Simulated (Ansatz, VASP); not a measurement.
**One calculation of Mn2FeSe3, two programs**

INCAR

```
  ALGO = Normal
  EDIFF = 1E-6
  ENCUT = 520
  GGA = PE
  ISIF = 2
  ISMEAR = -1
  ISPIN = 2
  LASPH = True
  LCHARG = False
  LMAXMIX = 4
  LORBIT = 11
  LREAL = False
  LWAVE = False
  MAGMOM = 0 0 0 1.95 0.33 -2.35
  NBANDS = 39
  NELM = 150
  PREC = Accurate
  SIGMA = 0.05
```

The input KPOINTS:

```
k-points
0
Gamma
  9 9 3
```

Contents of POSCAR:

```
Mn2FeSe3
1.0
    3.5257490756      0.0000000000      0.0000000000
   -1.7628745378      3.0533882668      0.0000000000
    0.0000000000      0.0000000000      8.5645230000
Se Fe Mn
3 1 2
Direct
    0.0000000000      0.0000000000      0.5000000000
    0.6666666667      0.3333333333      0.8394020000
    0.3333333333      0.6666666667      0.1605980000
    0.0000000000      0.0000000000      0.0000000000
    0.6666666667      0.3333333333      0.3332160000
    0.3333333333      0.6666666667      0.6667840000
```

The input input.yaml:

```yaml
crystal:
  lattice:
    - [3.5257490756, 0.0, 0.0]
    - [-1.7628745378, 3.0533882668, 0.0]
    - [0.0, 0.0, 8.564523]
  atoms:
    - { symbol: Se, position: [0.0, 0.0, 0.5] }
    - { symbol: Se, position: [0.6666666667, 0.3333333333, 0.839402] }
    - { symbol: Se, position: [0.3333333333, 0.6666666667, 0.160598] }
    - { symbol: Fe, position: [0.0, 0.0, 0.0], spin: 1.95 }
    - { symbol: Mn, position: [0.6666666667, 0.3333333333, 0.333216], spin: 0.33 }
    - { symbol: Mn, position: [0.3333333333, 0.6666666667, 0.666784], spin: -2.35 }
hamiltonian:
  xc: pbe
  pseudopotentials: { kind: paw }
magnetization:
  spin_polarized: true
kpoints:
  mp_grid: { grid: [9, 9, 3] }
scf:
  occupations: { method: fermi_dirac, width: 0.05 }
output:
  forces: true
  stress: true
  eigenvalues: true
```

Alike in both runs: task single point; functional PBE; k mesh 9 × 9 × 3; occupations fermi-dirac, width 0.05 eV; collinear spin.

|  | VASP | Ansatz |
| --- | --- | --- |
| version | VASP 6.6.1 | Ansatz 0.2.0 |
| potentials or method | VASP PAW PBE potentials, release 64 (Se, Fe, Mn_pv) | Ansatz PAW |
| plane-wave cutoff (eV) | 520 | 420 |
| valence electrons in the cell | 52 | 94 |

Ansatz gave:

| Quantity | Value |
| --- | --- |
| gap on the k mesh at the Fermi level (eV) | none |
| pressure (GPa) | 17.9 |
| traceless stress, the component that is largest in VASP (GPa) | 1.24 |
| rms of the force components (eV/Å) | 0.158 |
| net moment per atom (μB) | 0.42 |
| size of the moment on the site where the two differ most (μB) | 3.52 |

Task: What did VASP give for the same quantities?

Result: gap on the k mesh at the Fermi level (eV): none; pressure (GPa): 18.1; traceless stress, the component that is largest in VASP (GPa): 1.24; rms of the force components (eV/Å): 0.159; net moment per atom (μB): 0.41; size of the moment on the site where the two differ most (μB): 3.61.

Site moments also hang on the region over which each program counts them. Atom by atom the forces differ by 0.004 eV/Å (rms over components). A gap of «none» marks a metal or a gap that the smearing closes. VASP's potentials hold 52 valence electrons a cell and Ansatz's 94, so a difference there can come from the potentials and not from the codes.
